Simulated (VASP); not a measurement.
Runs of VASP 6.6.1 on CsPbBr3. The structure is that of space group R-3m (No. 166), or close to it. The cells are those of the table. 

| cell | gap on the mesh (eV) | pressure (GPa) |
| --- | --- | --- |
| a = 5.915 Å, angles 82.7°, 5 atoms | (c) | -0.1 |
| a = 5.903 Å, angles 95.9°, 5 atoms | 1.13 | -0.1 |
| a = 5.877 Å, angles 92.7°, 5 atoms | 1.28 | 0.0 |
| a = 6.279 Å, angles 67.3°, 5 atoms | 0.84 | (a) |
| a = 6.173 Å, angles 105.7°, 5 atoms | 0.65 | (b) |

Alike in all rows: task single point; level PBEsol; potentials or basis VASP PAW PBE potentials, release 64 (Cs_sv, Pb_d, Br); no spin polarisation; k mesh 6 × 6 × 6; cutoff (eV) 520; smearing gaussian 0.05 eV.

**Question.** Estimate the missing entries.

**Answer.** (a) 0.2; (b) -0.8; (c) 1.37.

Caveats: the PAW data sets were made with another functional, which shifts forces and pressure a little; spin-orbit coupling is left out, which moves the levels of the heavy elements.

A k mesh can miss the band edges, and the runs leave out spin-orbit coupling on Br, Cs, Pb.
